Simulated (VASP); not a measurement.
A run of VASP 6.6.1 is set up as follows.

INCAR

```
SYSTEM = HfTiW4
  PREC = Accurate
  ENCUT = 520
  EDIFF = 1E-6
  ISMEAR = 1
  SIGMA = 0.1
  LREAL = .FALSE.
  LASPH = .TRUE.
  NELM = 60
  ALGO = Normal
  ISIF = 2
  LWAVE = .FALSE.
  LCHARG = .FALSE.
  NBANDS = 48
```

KPOINTS

```
Automatic mesh
0
G
  5 5 5
  0 0 0
```

File POSCAR:

```
HfTiW4
1.0
    0.0000000000      3.8305632056      3.8305632056
    3.8305632056      0.0000000000      3.8305632056
    3.8305632056      3.8305632056      0.0000000000
Hf Ti W
1 1 4
Direct
    0.7500000000      0.7500000000      0.7500000000
    0.0000000000      0.0000000000      0.0000000000
    0.3749600000      0.3749600000      0.3749600000
    0.8751100000      0.3749600000      0.3749600000
    0.3749600000      0.3749600000      0.8751100000
    0.3749600000      0.8751100000      0.3749600000
```

Potentials or basis: VASP PAW LDA potentials, release 64 (Hf_pv, Ti_sv, W_sv).

The run is started by

```sh
$ cat potpaw_LDA.64/Hf_pv/POTCAR potpaw_LDA.64/Ti_sv/POTCAR potpaw_LDA.64/W_sv/POTCAR > POTCAR
$ mpirun -np 1 vasp_std > vasp.out
```

(1) Predict the pressure.

(2) Predict the band gap on the k mesh.

(3) Predict the largest force.

## Answers

(1) -18.3 GPa.

(2) zero (band 39 reaches 8.83 eV, above the bottom of band 40 at 7.66 eV).

(3) 0.006 eV/Å.

Caveat: spin-orbit coupling is left out, which moves the levels of the heavy elements.
